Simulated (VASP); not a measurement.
Write the native input for VASP 6.6.1 that does the following.

| Quantity | Value |
| --- | --- |
| Task | single point |
| Functional | LDA |
| Potentials or basis | VASP PAW LDA potentials, release 64 (Zr_sv, O) |
| Cutoff | 600 eV |
| k mesh | 8 × 8 × 8 |
| Occupations | gaussian, width 0.01 eV |
| Spin | no spin polarisation |
| Dipole correction | no |
| Further INCAR settings | ALGO = Normal; EDIFF = 1e-06; NBANDS = 19 |

The structure of ZrO2 lies in POSCAR:

```
ZrO2
1.0
    0.0000000000      2.4962466591      2.4962466591
    2.4962466591      0.0000000000      2.4962466591
    2.4962466591      2.4962466591      0.0000000000
Zr O
1 2
Direct
    0.0000000000      0.0000000000      0.0000000000
    0.2500000000      0.2500000000      0.2500000000
    0.7500000000      0.7500000000      0.7500000000
```

These files were run (other wordings do the same):

INCAR

```
PREC     = Accurate       # precision mode
ENCUT    = 600            # plane-wave cutoff, eV
EDIFF    = 1E-6           # SCF threshold, eV
ISMEAR   = 0              # smearing method
SIGMA    = 0.01           # smearing width, eV
LREAL    = F              # projectors in reciprocal space
LASPH    = T              # aspherical terms in the spheres
NELM     = 120            # most SCF steps
ALGO     = Normal         # electronic algorithm
ISIF     = 2              # what is computed and relaxed
LWAVE    = F              # write WAVECAR
LCHARG   = F              # write CHGCAR
GGA      = CA             # functional
NBANDS   = 19             # bands
GGA_COMPAT= F
```

KPOINTS

```
regular mesh
0
Gamma
  8 8 8
```

Potentials or basis: VASP PAW LDA potentials, release 64 (Zr_sv, O).

Launch:

```console
$ cat potpaw_LDA.64/Zr_sv/POTCAR potpaw_LDA.64/O/POTCAR > POTCAR
$ mpirun -np 1 vasp_std > vasp.out
```

Results of the run:

```yaml
Pressure: 6.4 GPa
Band_gap_on_the_k_mesh: 3.38 eV (least direct gap 3.86 eV)
```

Caveat: the cell stands under pressure.

Run time: 11 s on 1 thread of AMD EPYC 9R45 96-Core Processor (Zen 5), on a shared host, peak memory 0.12 GiB.
